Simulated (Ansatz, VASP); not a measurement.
# One calculation of Mo, two programs

```
Mo
1.0
    -1.55565    1.55565    1.55565
     1.55565   -1.55565    1.55565
     1.55565    1.55565   -1.55565
Mo
1
Cartesian
  0.0000 0.0000 0.0000
```

Alike in both runs: functional LDA; k mesh 18 × 18 × 18; occupations gaussian, width 0.1 eV; no spin polarisation.

Ansatz relaxed the structure, and its values are those at the end. VASP's run is a single point on that final structure, the one shown.

```csv
,VASP,Ansatz
version,VASP 6.6.1,Ansatz 0.2.0
potentials or method,"VASP PAW LDA potentials, release 64 (Mo_sv), cutoff 500 eV","scalar-relativistic, plane waves, PAW"
valence electrons in the cell,14,14
```

```tsv
	VASP	Ansatz	Ansatz less VASP
gap on the k mesh at the Fermi level (eV)	none	none	-
pressure (GPa)	1.2	0.0	-1.24
```

LDA's correlation is that of Perdew and Zunger in VASP and of Perdew and Wang (1992) in Ansatz. A gap of «none» marks a metal or a gap that the smearing closes.
